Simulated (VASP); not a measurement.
# AlN (P6_3mc) in VASP: notebook, part 2 of 2

VASP 6.6.1. The steps go on from the part before.

### 3 Single point, SVWN5

This run uses another cell than the first one, of 10.03 Å³/atom.

File INCAR:

```
PREC = Accurate
ENCUT = 1330
EDIFF = 1E-6
ISMEAR = -1
SIGMA = 0.05
LREAL = F
LASPH = T
NELM = 120
ALGO = Normal
ISIF = 2
LWAVE = F
LCHARG = F
GGA = VW
NBANDS = 16
GGA_COMPAT = F
```

File KPOINTS:

```
Automatic mesh
0
Gamma
  10 10 6
```

File POSCAR:

```
AlN
1.0
    3.0709272750      0.0000000000      0.0000000000
   -1.5354636375      2.6595010333      0.0000000000
    0.0000000000      0.0000000000      4.9136809369
Al N
2 2
Direct
    0.6666666667      0.3333333333      0.5000000000
    0.3333333333      0.6666666667      0.0000000000
    0.6666666667      0.3333333333      0.8800000000
    0.3333333333      0.6666666667      0.3800000000
```

Potentials or basis: VASP PAW PBE potentials, release 64 (Al, N_h).

Started as:

```console
> cat potpaw_PBE.64/Al/POTCAR potpaw_PBE.64/N_h/POTCAR > POTCAR
> mpirun -np 1 vasp_std > vasp.out
```

OUTCAR:

```text
PREC = Accurate
   ENCUT = 1330
   EDIFF = 1E-6
   ISMEAR = -1
   LREAL = F
   LASPH = T
   NELM = 120
   ISIF = 2
   GGA = VW

 ion  position               nearest neighbor table
   1  0.667  0.333  0.500-   3 1.87   4 1.87   4 1.87   4 1.87   2 3.03   2 3.03   2 3.03   2 3.03
                             2 3.03   2 3.03
   2  0.333  0.667  0.000-   4 1.87   3 1.87   3 1.87   3 1.87   1 3.03   1 3.03   1 3.03   1 3.03
                             1 3.03   1 3.03
   3  0.667  0.333  0.880-   1 1.87   2 1.87   2 1.87   2 1.87
   4  0.333  0.667  0.380-   2 1.87   1 1.87   1 1.87   1 1.87

  LATTYP: Found a hexagonal cell.
 ALAT       =     3.0709272750
 C/A-ratio  =     1.6000642467

  Lattice vectors:

 A1 = (   3.0709272750,   0.0000000000,   0.0000000000)
 A2 = (  -1.5354636375,   2.6595010333,   0.0000000000)
 A3 = (   0.0000000000,   0.0000000000,   4.9136809369)

Analysis of symmetry for initial positions (statically):
=====================================================================
 Subroutine PRICEL returns:
 Original cell was already a primitive cell.

 Routine SETGRP: Setting up the symmetry group for a
 hexagonal supercell.

 Subroutine GETGRP returns: Found 12 space group operations
 (whereof  6 operations were pure point group operations)
 out of a pool of 24 trial point group operations.

The static configuration has the point symmetry C_3v.
 The point group associated with its full space group is C_6v.

Analysis of symmetry for dynamics (positions and initial velocities):
=====================================================================
 Subroutine PRICEL returns:
 Original cell was already a primitive cell.

 Routine SETGRP: Setting up the symmetry group for a
 hexagonal supercell.

 Subroutine GETGRP returns: Found 12 space group operations
 (whereof  6 operations were pure point group operations)
 out of a pool of 24 trial point group operations.

The dynamic configuration has the point symmetry C_3v.
 The point group associated with its full space group is C_6v.

 Subroutine INISYM returns: Found 12 space group operations
 (whereof  6 operations are pure point group operations),
 and found     1 'primitive' translations

----------------------------------------------------------------------------------------

                                     Primitive cell

  volume of cell :      40.1307

  direct lattice vectors                    reciprocal lattice vectors
     3.070927275  0.000000000  0.000000000     0.325634543  0.188005191  0.000000000
    -1.535463637  2.659501033  0.000000000     0.000000000  0.376010382  0.000000000
     0.000000000  0.000000000  4.913680937     0.000000000  0.000000000  0.203513418

  length of vectors
     3.070927275  3.070927275  4.913680937     0.376010382  0.376010382  0.203513418

  position of ions in fractional coordinates (direct lattice)
     0.666666667  0.333333333  0.500000000
     0.333333333  0.666666667  0.000000000
     0.666666667  0.333333333  0.880000000
     0.333333333  0.666666667  0.380000000

  ion indices of the primitive-cell ions
   primitive index   ion index
                 1           1
                 2           2
                 3           3
                 4           4

[... 31 lines left out ...]
  0.300000  0.000000  0.000000      6.000000
  0.400000 -0.000000  0.000000      6.000000
  0.500000 -0.000000  0.000000      3.000000
[... 16 lines left out ...]
  0.300000  0.100000  0.166667     24.000000
  0.400000  0.100000  0.166667     24.000000
 [... further k-points ...]
   k-points           NKPTS =     56   k-points in BZ     NKDIM =     56   number of bands    NBANDS=     16
   number of dos      NEDOS =    301   number of ions     NIONS =      4
   total plane-waves  NPLWV =  96000
   dimension x,y,z NGX =    40 NGY =   40 NGZ =   60
   dimension x,y,z NGXF=    80 NGYF=   80 NGZF=  120
   ions per type =               2   2
   NGX,Y,Z   is equivalent  to a cutoff of  21.65, 21.65, 20.30 a.u.
   NGXF,Y,Z  is equivalent  to a cutoff of  43.31, 43.31, 40.60 a.u.
 SYSTEM =  unknown system
   PREC   = accura    normal or accurate (medium, high low for compatibility)
   ISTART =      0    job   : 0-new  1-cont  2-samecut
   ICHARG =      2    charge: 1-file 2-atom 10-const
   ISPIN  =      1    spin polarized calculation?
   LNONCOLLINEAR =      F non collinear calculations
   LSORBIT =      F    spin-orbit coupling
   LASPH  =      T    aspherical Exc in radial PAW
   ENCUT  = 1330.0 eV  97.75 Ry    9.89 a.u.   9.13  9.13 14.61*2*pi/ulx,y,z
   NELM   =    120;   NELMIN=  2; NELMDL= -5     # of ELM steps
   EDIFF  = 0.1E-05   stopping-criterion for ELM
   LREAL  =      F    real-space projection
   EDIFFG = 0.1E-04   stopping-criterion for IOM
   NSW    =      0    number of steps for IOM
   IBRION =     -1    ionic relax: 0-MD 1-quasi-New 2-CG
   NFREE  =      0    steps in history (QN), initial steepest desc. (CG)
   ISIF   =      2    stress and relaxation
   ISYM   =      2    0-nonsym 1-usesym 2-fastsym
   POTIM  = 0.5000    time-step for ionic-motion
   TEBEG  =    0.0;   TEEND  =   0.0 temperature during run
   PSTRESS=    0.0 pullay stress
   NELECT =      16.0000    total number of electrons
   NUPDOWN=      -1.0000    fix difference up-down
   EMIN   =  10.00;   EMAX   =-10.00  energy-range for DOS
   EFERMI =   0.00;   METHOD = LEGACY
   ISMEAR =    -1;   SIGMA  =   0.05  broadening in eV -4-tet -1-fermi 0-gaus
   EFERMI_NEDOS =   21; number of points for ismear=-14 and -15
   IALGO  =     38    algorithm
   IMIX   =      4    mixing-type and parameters
     AMIX     =   0.40;   BMIX     =  1.00
     AMIX_MAG =   1.60;   BMIX_MAG =  1.00
  volume/ion in A,a.u.               =      10.03        67.70
  Fermi-wavevector in a.u.,A,eV,Ry     =   1.204914  2.276957 19.753170  1.451817
  Thomas-Fermi vector in A             =   2.340625
   LORBIT       =      0    0 simple, 1 ext, 2 COOP (PROOUT), +10 PAW based schemes
   GGA     = VW    functional components
   LHFCALC =     F    Hartree Fock is set to
   AEXX    =    0.0000 exact exchange contribution
   IVDW    =     0    specifies the selected vdW correction
   LEPSILON=     F    determine dielectric tensor
   LRPA    =     F    only Hartree local field effects (RPA)
 non-spin polarized calculation
  energy-cutoff  :     1330.00
  volume of cell :       40.13
 maximum number of plane-waves:      4441
 NGX is ok and might be reduce to    40
   NGX = 19   NGY = 19   NGZ = 29

 number of electron      16.0000000 magnetization

 Free energy of the ion-electron system (eV)
  ---------------------------------------------------
  ext. energy  EPLUGINS =         0.00000000
  ---------------------------------------------------
  free energy    TOTEN  =       -32.84070994 eV

  energy without entropy =      -32.84070994  energy(sigma->0) =      -32.84070994

 E-fermi :   7.5420     XC(G=0): -11.4278

 val. band max:        6.5856036561   @ k =   0.0000   0.0000   0.0000
 cond. band min:      11.1929305247   @ k =   0.0000   0.0000   0.0000
 fundamental gap:      4.6073268687
 Fermi energy:         7.5419636463

 k-point     1 :       0.0000    0.0000    0.0000
  band No.  band energies     occupation
      1      -8.6790      2.00000
      2      -6.3250      2.00000
      3       0.3656      2.00000
      4       5.7300      2.00000
      5       5.7300      2.00000
      6       6.3976      2.00000
[... 433 lines left out ...]
      3       0.9969      2.00000
      4       2.0722      2.00000
      5       3.4124      2.00000
      6       4.2358      2.00000
[... 8 lines left out ...]
     15      19.4230      0.00000
     16      21.7917      0.00000

 [... further k-points ...]

------------------------ aborting loop because EDIFF is reached ----------------------------------------

  FORCE on cell =-STRESS in cart. coord.  units (eV):
  Direction    XX          YY          ZZ          XY          YZ          ZX
  --------------------------------------------------------------------------------------
  -------------------------------------------------------------------------------------
  Total        1.0931734      1.0931734      1.4547949      0.0000000     -0.0000000     -0.0000000
  in kB       43.6438450     43.6438450     58.0812158      0.0000000     -0.0000000     -0.0000000
  external PRESSURE =      48.4563020 kB  Pullay stress =       0.0000000 kB

 VOLUME and BASIS-vectors are now :
 -----------------------------------------------------------------------------
  energy-cutoff  :     1330.00
  volume of cell :       40.13
      direct lattice vectors                 reciprocal lattice vectors
     3.070927275  0.000000000  0.000000000     0.325634543  0.188005191  0.000000000
    -1.535463637  2.659501033  0.000000000     0.000000000  0.376010382  0.000000000
     0.000000000  0.000000000  4.913680937     0.000000000  0.000000000  0.203513418

 POSITION                                       TOTAL-FORCE (eV/Angst)
 -----------------------------------------------------------------------------------
      1.53546      0.88650      2.45684        -0.000000      0.000000     -0.152822
     -0.00000      1.77300      0.00000         0.000000     -0.000000     -0.152822
      1.53546      0.88650      4.32404         0.000000     -0.000000      0.152822
     -0.00000      1.77300      1.86720        -0.000000      0.000000      0.152822
 -----------------------------------------------------------------------------------
    total drift:                               -0.000000      0.000000      0.000320

  FREE ENERGIE OF THE ION-ELECTRON SYSTEM (eV)
  ---------------------------------------------------
  free  energy   TOTEN  =       -32.8407099373 eV

  energy  without entropy=      -32.8407099372  energy(sigma->0) =      -32.84070994
```

OSZICAR:

```text
N       E                     dE             d eps       ncg     rms          rms(c)
DAV:   1     0.961857873668E+02    0.96186E+02   -0.12690E+04  1792   0.190E+03
DAV:   2    -0.260489459341E+02   -0.12223E+03   -0.10659E+03  2552   0.251E+02
DAV:   3    -0.375815036298E+02   -0.11533E+02   -0.11415E+02  2552   0.759E+01
DAV:   4    -0.377164333709E+02   -0.13493E+00   -0.13491E+00  2024   0.916E+00
DAV:   5    -0.377178817018E+02   -0.14483E-02   -0.14483E-02  2488   0.988E-01    0.120E+01
DAV:   6    -0.329307646353E+02    0.47871E+01   -0.10482E+01  2152   0.230E+01    0.352E+00
DAV:   7    -0.328952233684E+02    0.35541E-01   -0.72236E-01  1864   0.578E+00    0.205E+00
DAV:   8    -0.328453065665E+02    0.49917E-01   -0.49332E-02  2280   0.205E+00    0.533E-01
DAV:   9    -0.328406095349E+02    0.46970E-02   -0.42144E-03  2312   0.537E-01    0.141E-01
DAV:  10    -0.328407435708E+02   -0.13404E-03   -0.66570E-04  2184   0.173E-01    0.532E-02
DAV:  11    -0.328407094024E+02    0.34168E-04   -0.98484E-05  2168   0.782E-02    0.139E-02
DAV:  12    -0.328407099373E+02   -0.53490E-06   -0.35997E-06  2088   0.157E-02
   1 F= -.32840710E+02 E0= -.32840710E+02  d E =-.603115E-10
```

It took 86 s on 1 thread of AMD EPYC 9R45 (Zen 5), shared host; peak memory 0.28 GiB.

Results:

| Property | Result |
| --- | --- |
| Free energy | -32.8407 eV |
| Pressure | 4.8 GPa |
| Largest force | 0.153 eV/Å |
| Band gap on the k mesh | 4.61 eV |

Forces in eV/Å, atoms in the order of the input:
```
Al   0.000  0.000 -0.153
Al   0.000  0.000 -0.153
N    0.000  0.000  0.153
N    0.000  0.000  0.153
```

Stress tensor (GPa, compression positive):
```
4.36 0.00 0.00
0.00 4.36 0.00
0.00 0.00 5.81
```

Caveat: the cell stands under pressure; the PAW data sets were made with another functional, which shifts forces and pressure a little. A k mesh can miss the band edges.

### 4 Single point, SVWN5

This run uses another cell than the first one, of 9.82 Å³/atom.

File INCAR:

```
PREC = Accurate ; ENCUT = 1330
EDIFF = 1E-6 ; ISMEAR = -1
SIGMA = 0.05 ; LREAL = False
LASPH = True ; NELM = 120
ALGO = Normal ; ISIF = 2
LWAVE = False ; LCHARG = True
GGA = VW ; LELF = True
LVHAR = True ; NBANDS = 16
GGA_COMPAT = False
```

KPOINTS is that of step 3.

File POSCAR:

```
AlN
1.0
    3.0494515564      0.0000000000      0.0000000000
   -1.5247257782      2.6409025155      0.0000000000
    0.0000000000      0.0000000000      4.8793184075
Al N
2 2
Direct
    0.6666666667      0.3333333333      0.5000000000
    0.3333333333      0.6666666667      0.0000000000
    0.6666666667      0.3333333333      0.8800000000
    0.3333333333      0.6666666667      0.3800000000
```

Started as:

```console
> cat potpaw_PBE.64/Al/POTCAR potpaw_PBE.64/N_h/POTCAR > POTCAR
> mpirun -np 1 vasp_std > vasp.out
```

It took 66 s on 1 thread of AMD EPYC 9R45 (Zen 5), shared host; peak memory 0.26 GiB.

It converged, with:

```
Free energy            : -32.8016 eV
Pressure               : 9.9 GPa
Largest force          : 0.171 eV/Å
Band gap on the k mesh : 4.80 eV
```

Forces on the atoms (eV/Å):
```
Al   0.000  0.000 -0.171
Al   0.000  0.000 -0.171
N    0.000  0.000  0.171
N    0.000  0.000  0.171
```

Stress tensor (GPa, compression positive):
```
 9.47  0.00  0.00
 0.00  9.47  0.00
 0.00  0.00 10.77
```

Levels at points of the mesh, in eV from the valence-band top:
```csv
k point,band 4,band 5,band 6,band 7,band 8,band 9,band 10,band 11,band 12,band 13
"(0.00, 0.00, 0.00)",-0.87,-0.87,-0.19,-0.19,0.00,4.80,7.10,10.98,11.43,11.43
"(0.50, 0.00, 0.00)",-4.31,-3.51,-2.17,-1.89,-0.68,5.83,5.89,8.65,10.62,11.11
"(0.00, 0.00, 0.50)",-3.42,-0.54,-0.54,-0.54,-0.54,6.96,6.96,10.68,10.68,11.76
"(0.50, 0.00, 0.50)",-5.88,-1.51,-1.51,-1.42,-1.42,5.42,5.42,9.51,9.51,12.41
```

Caveat: the cell stands under pressure; the PAW data sets were made with another functional, which shifts forces and pressure a little. A k mesh can miss the band edges.

### 5 Single point, HF

This run uses another cell than the first one, of 10.34 Å³/atom.

File POSCAR:

```
AlN
1.0
    3.0998979486      0.0000000000      0.0000000000
   -1.5499489743      2.6845903726      0.0000000000
    0.0000000000      0.0000000000      4.9688273678
Al N
2 2
Direct
    0.6666666667      0.3333333333      0.4992470000
    0.3333333333      0.6666666667     -0.0007530000
    0.6666666667      0.3333333333      0.8807530000
    0.3333333333      0.6666666667      0.3807530000
```

File INCAR.step1:

```
ALGO     = Normal         # electronic algorithm
EDIFF    = 1E-5           # SCF threshold, eV
ENCUT    = 520            # plane-wave cutoff, eV
GGA      = PE             # functional
ISIF     = 2              # what is computed and relaxed
ISMEAR   = -1             # smearing method
LASPH    = True           # aspherical terms in the spheres
LREAL    = False          # projectors in reciprocal space
LWAVE    = True           # write WAVECAR
NBANDS   = 16             # bands
NELM     = 80             # most SCF steps
PREC     = Accurate       # precision mode
SIGMA    = 0.05           # smearing width, eV
```

File INCAR.step2:

```
AEXX     = 1.0            # exact-exchange fraction
AGGAC    = 0.0          
ALDAC    = 0.0          
ALGO     = Normal         # electronic algorithm
EDIFF    = 1E-7           # SCF threshold, eV
ENCUT    = 520            # plane-wave cutoff, eV
GGA      = PE             # functional
ISIF     = 2              # what is computed and relaxed
ISMEAR   = -1             # smearing method
ISTART   = 1            
LASPH    = True           # aspherical terms in the spheres
LCHARG   = True           # write CHGCAR
LELF     = True           # ELF
LHFCALC  = True           # exact exchange
LREAL    = False          # projectors in reciprocal space
LVHAR    = True         
LWAVE    = False          # write WAVECAR
NBANDS   = 16             # bands
NELM     = 80             # most SCF steps
PREC     = Accurate       # precision mode
PRECFOCK = Normal       
SIGMA    = 0.05           # smearing width, eV
```

File KPOINTS:

```
k-points
0
Gamma
  5 5 3
```

Potentials or basis: VASP PAW PBE potentials, release 64 (Al, N).

Started as:

```console
> cat potpaw_PBE.64/Al/POTCAR potpaw_PBE.64/N/POTCAR > POTCAR
> cp INCAR.step1 INCAR
> mpirun -np 1 vasp_std > vasp.out
> cp INCAR.step2 INCAR
> mpirun -np 1 vasp_std > vasp.out
```

Wall time 9.4 min (1 thread of Oxide Virtual Turin-like, shared host); peak memory 0.13 GiB.

Results (log left out):

- Free energy: -54.8649 eV
- Pressure: -0.4 GPa
- Largest force: 0.035 eV/Å
- Band gap on the k mesh: 12.51 eV

Forces on the atoms (eV/Å):
```
Al   0.000  0.000  0.035
Al   0.000  0.000  0.035
N    0.000  0.000 -0.035
N    0.000  0.000 -0.035
```

Stress tensor (GPa, compression positive):
```
-0.83  0.00  0.00
 0.00 -0.83  0.00
 0.00  0.00  0.31
```

Levels at points of the mesh, in eV from the valence-band top:
```csv
k point,band 6,band 7,band 8,band 9,band 10,band 11
"(0.00, 0.00, 0.00)",-0.25,-0.25,0.00,12.51,13.97,19.25
```

Caveat: the k points lie up to 0.47 Å⁻¹ apart; the PAW data sets were made with another functional, which shifts forces and pressure a little.

### 6 The runs side by side

| level | potentials or basis | cell | k mesh | cutoff (eV) | grid for exact exchange (PRECFOCK) | share of exact exchange | gap on the mesh (eV) | pressure (GPa) | largest force (eV/Å) |
| --- | --- | --- | --- | --- | --- | --- | --- | --- | --- |
| PBEsol-based global hybrid with 25 % exact exchange | VASP PAW PBE potentials, release 64 (Al, N) | a = 3.113, b = 3.113, c = 4.981 Å, angles 90.0, 90.0, 120.0°, 4 atoms, atomic positions A | 5 × 5 × 3 | 520 | Normal | 0.25 | 6.28 | -4.0 | 0.13 |
| SVWN5 | VASP PAW PBE potentials, release 64 (Al, N_h) | a = 3.071, b = 3.071, c = 4.914 Å, angles 90.0, 90.0, 120.0°, 4 atoms, atomic positions A | 10 × 10 × 6 | 1330 | - | - | 4.61 | 4.8 | 0.15 |
| SVWN5 | VASP PAW PBE potentials, release 64 (Al, N_h) | a = 3.049, b = 3.049, c = 4.879 Å, angles 90.0, 90.0, 120.0°, 4 atoms, atomic positions A | 10 × 10 × 6 | 1330 | - | - | 4.80 | 9.9 | 0.17 |
| HF | VASP PAW PBE potentials, release 64 (Al, N) | a = 3.100, b = 3.100, c = 4.969 Å, angles 90.0, 90.0, 120.0°, 4 atoms, atomic positions B | 5 × 5 × 3 | 520 | Normal | 1 | 12.51 | -0.4 | 0.04 |

Alike in all rows: task single point; no spin polarisation; smearing fermi-dirac 0.05 eV.

Caveats: some runs use coarse meshes; the PAW data sets were made with another functional, which shifts forces and pressure a little; the cell stands under pressure (at least some runs).

Total energies depend on the potentials used, so only differences within one code and one set of settings carry meaning.
